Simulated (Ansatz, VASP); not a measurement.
Two plane-wave programs on BaTiO3

```xyz
10
Lattice="4.0175 4.0065 0.0000 0.0220 4.0174 4.0064 4.0175 0.0109 4.0064" Properties=species:S:1:pos:R:3 pbc="T T T"
Ba    0.0000    0.0000    0.0000
Ba    4.0284    4.0174    4.0064
Ti    1.9550    1.9496    1.9443
Ti    5.9834    5.9671    5.9508
O     2.0443    2.0387    0.0741
O     6.0727    6.0561    4.0806
O     0.0853    2.0441    2.0385
O     4.1137    6.0615    6.0449
O     2.0443    0.0797    2.0385
O     6.0727    4.0971    6.0449
```

Alike in both runs: task single point; functional r2SCAN; k mesh 6 × 6 × 6; no spin polarisation.

|  | VASP | Ansatz |
| --- | --- | --- |
| version | VASP 6.6.1 | Ansatz 0.2.0 |
| potentials or method | VASP PAW PBE potentials, release 64 (Ba_sv, Ti_sv, O), cutoff 520 eV | PAW plane waves |
| occupations | fermi-dirac, width 0.1 eV | fermi-dirac |
| valence electrons in the cell | 80 | 80 |

|  | VASP | Ansatz | Ansatz less VASP |
| --- | --- | --- | --- |
| pressure (GPa) | 3.7 | 1.7 | -2.01 |
| traceless stress, the component that is largest in VASP (GPa) | -0.08 | -0.03 | +0.047 |
| rms of the force components (eV/Å) | 0.092 | 0.045 | -0.0469 |

VASP's potentials were made for PBE, not for r2SCAN. Atom by atom the forces differ by 0.061 eV/Å (rms over components). Ansatz's warnings: structure snapped to symmetry.

Neither program's run includes spin-orbit coupling.
